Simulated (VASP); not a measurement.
# H4C (I-42m) in VASP: further runs

The runs below take H4C through single point, with PBEsol.

Program: VASP 6.6.1. These are calculated values, not measurements. Logs are shortened: lines on timing, memory, paths and dates and some standing lists are left out, and cuts for length are marked.

## Step 1: The cell of the first run

Symmetry: I-42m, No. 121, tetragonal system. Conventional cell: a = 4.958 Å, b = 4.958 Å, c = 5.181 Å, α = 90.00°, β = 90.00°, γ = 90.00°. H (site symmetry m) has 1 C at 1.11 Å within 1.5 Å. Within 1.5 Å of C (site symmetry -42m) lie 4 H at 1.11 Å.

## Step 2: Single point, PBEsol (strain +0.0450 x Voigt [1, 0, 0, 0, 0, 0])

Contents of INCAR:

```
PREC = Accurate ; ENCUT = 520
EDIFF = 1E-7 ; ISMEAR = 0
SIGMA = 0.05 ; LREAL = F
LASPH = T ; NELM = 80
ALGO = Normal ; ISIF = 2
LWAVE = F ; LCHARG = T
GGA = PS ; LELF = T
LVHAR = T ; NBANDS = 12
```

Contents of KPOINTS:

```
regular mesh
0
Gamma
  6 6 6
```

Contents of POSCAR:

```
H4C
1.0
   -2.5904762915      2.4789246809      2.4789246809
    2.5904762915     -2.4789246809      2.4789246809
    2.5904762915      2.4789246809     -2.4789246809
H C
4 1
Direct
    0.0000000000      0.0000000000      0.7463128700
    0.7463128700      0.0000000000      0.0000000000
    0.0000000000      0.7463128700      0.0000000000
    0.2536871300      0.2536871300      0.2536871300
    0.0000000000      0.0000000000      0.0000000000
```

Potentials or basis: VASP PAW PBE potentials, release 64 (H, C).

Run with:

```sh
$ cat potpaw_PBE.64/H/POTCAR potpaw_PBE.64/C/POTCAR > POTCAR
$ mpirun -np 1 vasp_std > vasp.out
```

OUTCAR:

```text
PREC = Accurate
   ENCUT = 520
   EDIFF = 1E-7
   ISMEAR = 0
   LREAL = F
   LASPH = T
   NELM = 80
   ISIF = 2
   GGA = PS

 ion  position               nearest neighbor table
   1  0.000  0.000  0.746-   5 1.11
   2  0.746  0.000  0.000-   5 1.11
   3  0.000  0.746  0.000-   5 1.11
   4  0.254  0.254  0.254-   5 1.11
   5  0.000  0.000  0.000-   1 1.11   2 1.11   3 1.11   4 1.11

  LATTYP: Found a body centered tetragonal cell.
 ALAT       =     4.9578493618
 C/A-ratio  =     1.0450000000

  Lattice vectors:

 A1 = (  -2.5904762915,   2.4789246809,  -2.4789246809)
 A2 = (  -2.5904762915,  -2.4789246809,   2.4789246809)
 A3 = (   2.5904762915,   2.4789246809,   2.4789246809)

Analysis of symmetry for initial positions (statically):
=====================================================================
 Subroutine PRICEL returns:
 Original cell was already a primitive cell.

 Routine SETGRP: Setting up the symmetry group for a
 body centered tetragonal supercell.

 Subroutine GETGRP returns: Found  8 space group operations
 (whereof  8 operations were pure point group operations)
 out of a pool of 16 trial point group operations.

The static configuration has the point symmetry D_2d.

Analysis of symmetry for dynamics (positions and initial velocities):
=====================================================================
 Subroutine PRICEL returns:
 Original cell was already a primitive cell.

 Routine SETGRP: Setting up the symmetry group for a
 body centered tetragonal supercell.

 Subroutine GETGRP returns: Found  8 space group operations
 (whereof  8 operations were pure point group operations)
 out of a pool of 16 trial point group operations.

The dynamic configuration has the point symmetry D_2d.

 Subroutine INISYM returns: Found  8 space group operations
 (whereof  8 operations are pure point group operations),
 and found     1 'primitive' translations

----------------------------------------------------------------------------------------

                                     Primitive cell

  volume of cell :      63.6746

  direct lattice vectors                    reciprocal lattice vectors
    -2.590476291  2.478924681  2.478924681     0.000000000  0.201700360  0.201700360
     2.590476291 -2.478924681  2.478924681     0.193014698  0.000000000  0.201700360
     2.590476291  2.478924681 -2.478924681     0.193014698  0.201700360  0.000000000

  length of vectors
     4.358979532  4.358979532  4.358979532     0.285247384  0.279173260  0.279173260

  position of ions in fractional coordinates (direct lattice)
     0.000000000  0.000000000  0.746312870
     0.746312870  0.000000000  0.000000000
     0.000000000  0.746312870  0.000000000
     0.253687130  0.253687130  0.253687130
     0.000000000  0.000000000  0.000000000

  ion indices of the primitive-cell ions
   primitive index   ion index
                 1           1
                 2           2
                 3           3
                 4           4
                 5           5

----------------------------------------------------------------------------------------

 KPOINTS: regular mesh

Automatic generation of k-mesh.
 Grid dimensions read from file:
 generate k-points for:    6    6    6

 Generating k-lattice:

  Cartesian coordinates                     Fractional coordinates (reciprocal lattice)
     0.000000000  0.033616727  0.033616727     0.166666667  0.000000000  0.000000000
     0.032169116  0.000000000  0.033616727     0.000000000  0.166666667  0.000000000
     0.032169116  0.033616727  0.000000000     0.000000000  0.000000000  0.166666667

  Length of vectors
     0.047541231  0.046528877  0.046528877

  Shift w.r.t. Gamma in fractional coordinates (k-lattice)
     0.000000000  0.000000000  0.000000000

 Subroutine IBZKPT returns following result:
 ===========================================

 Found     30 irreducible k-points:

 Following reciprocal coordinates:
            Coordinates               Weight
  0.000000  0.000000  0.000000      1.000000
  0.166667  0.000000  0.000000      4.000000
  0.333333  0.000000  0.000000      4.000000
  0.500000  0.000000  0.000000      2.000000
  0.000000  0.166667  0.000000      8.000000
  0.166667  0.166667  0.000000     16.000000
[... 16 lines left out ...]
  0.166667 -0.166667  0.166667      4.000000
  0.333333 -0.166667  0.166667      8.000000
 [... further k-points ...]
   k-points           NKPTS =     30   k-points in BZ     NKDIM =     30   number of bands    NBANDS=     12
   number of dos      NEDOS =    301   number of ions     NIONS =      5
   total plane-waves  NPLWV =  32768
   dimension x,y,z NGX =    32 NGY =   32 NGZ =   32
   dimension x,y,z NGXF=    64 NGYF=   64 NGZF=   64
   ions per type =               4   1
   NGX,Y,Z   is equivalent  to a cutoff of  12.20, 12.20, 12.20 a.u.
   NGXF,Y,Z  is equivalent  to a cutoff of  24.41, 24.41, 24.41 a.u.
 SYSTEM =  unknown system
   PREC   = accura    normal or accurate (medium, high low for compatibility)
   ISTART =      0    job   : 0-new  1-cont  2-samecut
   ICHARG =      2    charge: 1-file 2-atom 10-const
   ISPIN  =      1    spin polarized calculation?
   LNONCOLLINEAR =      F non collinear calculations
   LSORBIT =      F    spin-orbit coupling
   LASPH  =      T    aspherical Exc in radial PAW
   ENCUT  =  520.0 eV  38.22 Ry    6.18 a.u.   8.10  8.10  8.10*2*pi/ulx,y,z
   NELM   =     80;   NELMIN=  2; NELMDL= -5     # of ELM steps
   EDIFF  = 0.1E-06   stopping-criterion for ELM
   LREAL  =      F    real-space projection
   EDIFFG = 0.1E-05   stopping-criterion for IOM
   NSW    =      0    number of steps for IOM
   IBRION =     -1    ionic relax: 0-MD 1-quasi-New 2-CG
   NFREE  =      0    steps in history (QN), initial steepest desc. (CG)
   ISIF   =      2    stress and relaxation
   ISYM   =      2    0-nonsym 1-usesym 2-fastsym
   POTIM  = 0.5000    time-step for ionic-motion
   TEBEG  =    0.0;   TEEND  =   0.0 temperature during run
   PSTRESS=    0.0 pullay stress
   NELECT =       8.0000    total number of electrons
   NUPDOWN=      -1.0000    fix difference up-down
   EMIN   =  10.00;   EMAX   =-10.00  energy-range for DOS
   EFERMI =   0.00;   METHOD = LEGACY
   ISMEAR =     0;   SIGMA  =   0.05  broadening in eV -4-tet -1-fermi 0-gaus
   EFERMI_NEDOS =   21; number of points for ismear=-14 and -15
   IALGO  =     38    algorithm
   IMIX   =      4    mixing-type and parameters
     AMIX     =   0.40;   BMIX     =  1.00
     AMIX_MAG =   1.60;   BMIX_MAG =  1.00
  volume/ion in A,a.u.               =      12.73        85.94
  Fermi-wavevector in a.u.,A,eV,Ry     =   0.819941  1.549464  9.147246  0.672304
  Thomas-Fermi vector in A             =   1.930835
   LORBIT       =      0    0 simple, 1 ext, 2 COOP (PROOUT), +10 PAW based schemes
   GGA     = PS    functional components
   LHFCALC =     F    Hartree Fock is set to
   AEXX    =    0.0000 exact exchange contribution
   IVDW    =     0    specifies the selected vdW correction
   LEPSILON=     F    determine dielectric tensor
   LRPA    =     F    only Hartree local field effects (RPA)
 non-spin polarized calculation
 Gauss-broadening in eV      SIGMA  =   0.05
  energy-cutoff  :      520.00
  volume of cell :       63.67
 maximum number of plane-waves:      1734
   NGX = 17   NGY = 17   NGZ = 17

 number of electron       8.0000002 magnetization

 Free energy of the ion-electron system (eV)
  ---------------------------------------------------
  ext. energy  EPLUGINS =         0.00000000
  ---------------------------------------------------
  free energy    TOTEN  =       -23.96310596 eV

  energy without entropy =      -23.96310596  energy(sigma->0) =      -23.96310596

 E-fermi :  -6.6517     XC(G=0):  -5.5480

 val. band max:       -6.8648548618   @ k =   0.0000   0.0000   0.0000
 cond. band min:       0.5811375860   @ k =   0.0000   0.0000   0.0000
 fundamental gap:      7.4459924479
 Fermi energy:        -6.6516613949

 k-point     1 :       0.0000    0.0000    0.0000
  band No.  band energies     occupation
      1     -15.0167      2.00000
      2      -7.1581      2.00000
      3      -6.8649      2.00000
      4      -6.8649      2.00000
      5       0.5811      0.00000
      6       5.1076      0.00000
      7       5.1076      0.00000
      8       5.5943      0.00000
      9       9.0706      0.00000
     10       9.4697      0.00000
     11       9.7368      0.00000
     12      10.0523      0.00000

 k-point     2 :       0.1667    0.0000    0.0000
  band No.  band energies     occupation
      1     -14.9682      2.00000
      2      -7.2254      2.00000
      3      -7.0585      2.00000
      4      -6.8712      2.00000
      5       1.0305      0.00000
      6       4.7036      0.00000
      7       5.2402      0.00000
      8       5.5994      0.00000
      9       8.2015      0.00000
     10       8.5242      0.00000
     11      10.7265      0.00000
     12      11.3909      0.00000

 k-point     3 :       0.3333    0.0000    0.0000
  band No.  band energies     occupation
      1     -14.8672      2.00000
      2      -7.4213      2.00000
      3      -7.3527      2.00000
      4      -6.8841      2.00000
      5       2.0137      0.00000
      6       4.1155      0.00000
      7       4.4285      0.00000
      8       6.9143      0.00000
      9       8.3499      0.00000
     10       8.3869      0.00000
     11      10.0603      0.00000
     12      11.6697      0.00000
[... 286 lines left out ...]
 k-point    23 :       0.1667   -0.1667    0.1667
  band No.  band energies     occupation
      1     -14.9234      2.00000
      2      -7.2959      2.00000
      3      -7.1092      2.00000
      4      -6.9860      2.00000
      5       1.4571      0.00000
      6       4.8734      0.00000
      7       5.3123      0.00000
      8       5.6113      0.00000
      9       6.3907      0.00000
     10      10.0203      0.00000
     11      10.7598      0.00000
     12      11.5706      0.00000

 k-point    24 :       0.3333   -0.1667    0.1667
  band No.  band energies     occupation
      1     -14.8308      2.00000
      2      -7.4316      2.00000
      3      -7.3882      2.00000
      4      -7.0172      2.00000
      5       2.4261      0.00000
      6       4.5268      0.00000
      7       4.5872      0.00000
      8       6.2503      0.00000
      9       6.7916      0.00000
     10       8.7261      0.00000
     11      10.8019      0.00000
     12      11.4944      0.00000

 [... further k-points ...]

------------------------ aborting loop because EDIFF is reached ----------------------------------------

  FORCE on cell =-STRESS in cart. coord.  units (eV):
  Direction    XX          YY          ZZ          XY          YZ          ZX
  --------------------------------------------------------------------------------------
  -------------------------------------------------------------------------------------
  Total       -0.7916891     -0.1732193     -0.1732193      0.0000000      0.0000000     -0.0000000
  in kB      -19.9204427     -4.3585358     -4.3585358      0.0000000      0.0000000     -0.0000000
  external PRESSURE =      -9.5458381 kB  Pullay stress =       0.0000000 kB

 VOLUME and BASIS-vectors are now :
 -----------------------------------------------------------------------------
  energy-cutoff  :      520.00
  volume of cell :       63.67
      direct lattice vectors                 reciprocal lattice vectors
    -2.590476291  2.478924681  2.478924681     0.000000000  0.201700360  0.201700360
     2.590476291 -2.478924681  2.478924681     0.193014698  0.000000000  0.201700360
     2.590476291  2.478924681 -2.478924681     0.193014698  0.201700360  0.000000000

 POSITION                                       TOTAL-FORCE (eV/Angst)
 -----------------------------------------------------------------------------------
      1.93331      1.85005     -1.85005         0.266578      0.035078     -0.035078
     -1.93331      1.85005      1.85005        -0.266578      0.035078      0.035078
      1.93331     -1.85005      1.85005         0.266578     -0.035078      0.035078
      0.65717      0.62887      0.62887        -0.266578     -0.035078     -0.035078
      0.00000      0.00000      0.00000         0.000000      0.000000      0.000000
 -----------------------------------------------------------------------------------
    total drift:                               -0.000000     -0.000000     -0.000000

  FREE ENERGIE OF THE ION-ELECTRON SYSTEM (eV)
  ---------------------------------------------------
  free  energy   TOTEN  =       -23.9631059627 eV

  energy  without entropy=      -23.9631059627  energy(sigma->0) =      -23.96310596
```

Wall time 7.6 s (1 thread of Intel Xeon 6975P-C (Granite Rapids), shared host); peak memory 0.17 GiB.

Results:

* Free energy: -23.9631 eV
* Pressure: -1.0 GPa
* Largest force: 0.271 eV/Å
* Band gap on the k mesh: 7.45 eV, direct

Forces in eV/Å, atoms in the order of the input:
```
H    0.267  0.035 -0.035
H   -0.267  0.035  0.035
H    0.267 -0.035  0.035
H   -0.267 -0.035 -0.035
C    0.000  0.000  0.000
```

Caveat: the cell differs from its parent crystal (strain +0.0450 x Voigt [1, 0, 0, 0, 0, 0]); the PAW data sets were made with another functional, which shifts forces and pressure a little.

## Step 3: Single point, PBEsol (strain +0.0525 x Voigt [1, 0, 0, 0, 0, 0])

Contents of INCAR:

```
SYSTEM = H4C
ALGO = Normal
EDIFF = 1E-7
ENCUT = 520
GGA = PS
ISIF = 2
ISMEAR = 0
LASPH = .True.
LCHARG = .False.
LREAL = .False.
LWAVE = .False.
NBANDS = 12
NELM = 100
PREC = Accurate
SIGMA = 0.05
```

Contents of KPOINTS:

```
k-points
0
Gamma
  6 6 6
  0 0 0
```

Edit POSCAR of step 2 so:

```diff
@@ -2,5 +2,5 @@
 1.0
-   -2.5904762915      2.4789246809      2.4789246809
-    2.5904762915     -2.4789246809      2.4789246809
-    2.5904762915      2.4789246809     -2.4789246809
+   -2.6090682266      2.4789246809      2.4789246809
+    2.6090682266     -2.4789246809      2.4789246809
+    2.6090682266      2.4789246809     -2.4789246809
 H C
```

Potentials or basis: VASP PAW PBE potentials, release 64 (H, C).

Run with:

```sh
$ cat potpaw_PBE.64/H/POTCAR potpaw_PBE.64/C/POTCAR > POTCAR
$ mpirun -np 1 vasp_std > vasp.out
```

It took 9.9 s on 1 thread of Intel Xeon 6975P-C (Granite Rapids), shared host; peak memory 0.19 GiB.

Results (log left out):

| Property | Result |
| --- | --- |
| Free energy | -23.9571 eV |
| Pressure | -1.3 GPa |
| Largest force | 0.356 eV/Å |
| Band gap on the k mesh | 7.41 eV, direct |

Forces on the atoms (eV/Å):
```
H    0.342  0.071 -0.071
H   -0.342  0.071  0.071
H    0.342 -0.071  0.071
H   -0.342 -0.071 -0.071
C    0.000  0.000  0.000
```

Stress tensor (GPa, compression positive):
```
-2.49  0.00  0.00
 0.00 -0.66  0.00
 0.00  0.00 -0.66
```

Levels at points of the mesh, in eV from the valence-band top:
| k point | band 2 | band 3 | band 4 | band 5 | band 6 | band 7 |
| --- | --- | --- | --- | --- | --- | --- |
| (0.00, 0.00, 0.00) | -0.34 | 0.00 | 0.00 | 7.41 | 11.90 | 11.90 |
| (0.50, 0.00, 0.00) | -0.72 | -0.60 | -0.03 | 9.39 | 10.67 | 10.95 |
| (0.00, 0.50, 0.00) | -0.93 | -0.23 | -0.15 | 9.36 | 10.75 | 11.07 |
| (0.50, 0.50, 0.50) | -0.90 | -0.49 | -0.49 | 10.49 | 10.76 | 12.97 |

Caveat: the cell differs from its parent crystal (strain +0.0525 x Voigt [1, 0, 0, 0, 0, 0]); the PAW data sets were made with another functional, which shifts forces and pressure a little. A k mesh can miss the band edges.
